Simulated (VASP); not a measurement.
Write the native input for VASP 6.6.1 that does the following.

| Quantity | Value |
| --- | --- |
| Task | single point |
| Functional | PBEsol |
| Potentials or basis | VASP PAW PBE potentials, release 64 (Rb_sv) |
| Cutoff | 520 eV |
| k mesh | 7 × 7 × 7 |
| Occupations | fermi-dirac, width 0.05 eV |
| Spin | no spin polarisation |
| Dipole correction | no |
| Further INCAR settings | ALGO = Fast; EDIFF = 1e-06; NBANDS = 10 |

The structure of Rb lies in POSCAR:

```
Rb
1.0
   -2.8393792292      2.8393792292      2.8393792292
    2.8393792292     -2.8393792292      2.8393792292
    2.8393792292      2.8393792292     -2.8393792292
Rb
1
Direct
    0.0000000000      0.0000000000      0.0000000000
```

These files were run (other wordings do the same):

INCAR

```
SYSTEM = Rb
ALGO     = Fast           ! electronic algorithm
EDIFF    = 1E-6           ! SCF threshold, eV
ENCUT    = 520            ! plane-wave cutoff, eV
GGA      = PS             ! functional
ISIF     = 2              ! what is computed and relaxed
ISMEAR   = -1             ! smearing method
LASPH    = .TRUE.         ! aspherical terms in the spheres
LCHARG   = .FALSE.        ! write CHGCAR
LREAL    = .FALSE.        ! projectors in reciprocal space
LWAVE    = .FALSE.        ! write WAVECAR
NBANDS   = 10             ! bands
NELM     = 80             ! most SCF steps
PREC     = Accurate       ! precision mode
SIGMA    = 0.05           ! smearing width, eV
```

KPOINTS

```
k-points
0
G
  7 7 7
  0 0 0
```

Potentials or basis: VASP PAW PBE potentials, release 64 (Rb_sv).

Launch:

```bash
$ cat potpaw_PBE.64/Rb_sv/POTCAR > POTCAR
$ mpirun -np 1 vasp_std > vasp.out
```

Results of the run:

```json
{
 "Pressure": "-0.2 GPa"
}
```

Caveat: the PAW data sets were made with another functional, which shifts forces and pressure a little.

It took 9.5 s on 1 thread of Intel(R) Xeon(R) 6975P-C (Granite Rapids), on a shared host, peak memory 0.22 GiB.
